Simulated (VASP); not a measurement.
Crystal: CoO.

```
Co O
1.0
     1.50547    0.86918    2.43993
    -1.50547    0.86918    2.43993
     0.00000   -1.73837    2.43993
Co O
1 1
Direct
  0.00000 0.00000 0.00000
  0.50000 0.50000 0.50000
```

- Program: VASP 6.6.1
- Task: relaxation of cell and atoms
- Functional: LDA
- Potentials or basis: VASP PAW LDA potentials, release 64 (Co, O)
- Cutoff: 600 eV
- k mesh: 11 × 11 × 11
- Occupations: fermi-dirac, width 0.05 eV
- Spin: collinear spin, ferromagnetic start
- Starting moments: [2.0, 0.0] μB

At the start: pressure -19.6 GPa; volume 9.58 Å³/atom.

Question: Where does the relaxation end?

Answer: Over 12 steps the energy falls by 94.1 meV/atom and the volume is 8.31 Å³/atom (-13.3 %); space group R-3m (No. 166, to 0.05 Å); moment 1.94 μB per cell.

The path:
```csv
step,energy change (eV),largest force (eV/Å),pressure (GPa),volume (Å³)
1,0.0000,0.0000,-19.58,19.16
2,-0.1632,0.0000,7.41,16.09
3,-0.1752,0.0000,0.34,16.65
4,-0.1753,0.0000,-0.06,16.70
5,-0.1753,0.0000,0.05,16.70
6,-0.1756,0.0000,0.01,16.70
7,-0.1764,0.0000,0.05,16.69
8,-0.1788,0.0000,0.12,16.69
9,-0.1849,0.0000,0.20,16.66
10,-0.1851,0.0000,-0.03,16.56
11,-0.1881,0.0000,0.05,16.62
12,-0.1882,0.0000,0.06,16.61
```

Final structure:
```cif
data_structure
_symmetry_space_group_name_H-M 'P 1'
_symmetry_Int_Tables_number 1
_cell_length_a 2.7648
_cell_length_b 2.7648
_cell_length_c 2.7648
_cell_angle_alpha 65.122
_cell_angle_beta 65.122
_cell_angle_gamma 65.122
_cell_volume 16.61
loop_
_atom_site_label
_atom_site_type_symbol
_atom_site_fract_x
_atom_site_fract_y
_atom_site_fract_z
_atom_site_occupancy
Co1 Co 0.00000 0.00000 0.00000 1
O1 O 0.50000 0.50000 0.50000 1
```

Caveat: a cell with one magnetic atom can't hold antiferromagnetic order, which such compounds often take.
